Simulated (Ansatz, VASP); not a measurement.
W2Cl3: VASP beside Ansatz

```
W Cl
1.0
     3.83945    0.00000    0.00000
    -1.91973    3.32506    0.00000
     0.00000    0.00000    8.76019
W Cl
2 3
Direct
  0.33333 0.66667 0.10220
  0.66667 0.33333 0.89780
  0.00000 0.00000 0.00000
  0.33333 0.66667 0.71027
  0.66667 0.33333 0.28973
```

Alike in both runs: functional PBE; k mesh 12 × 12 × 4; occupations gaussian, width 0.1 eV; no spin polarisation.

Ansatz relaxed the structure, and its values are those at the end. VASP's run is a single point on that final structure, the one shown.

```csv
,VASP,Ansatz
version,VASP 6.6.1,Ansatz 0.2.0
potentials or method,"VASP PAW PBE potentials, release 64 (W_sv, Cl), cutoff 520 eV","scalar-relativistic, plane waves, PAW"
valence electrons in the cell,49,49
```

```tsv
	VASP	Ansatz	Ansatz less VASP
gap on the k mesh at the Fermi level (eV)	none	none	-
pressure (GPa)	0.4	0.0	-0.41
rms of the force components (eV/Å)	0.021	0.004	-0.0165
```

A gap of «none» marks a metal or a gap that the smearing closes.

Spin-orbit coupling is off throughout.
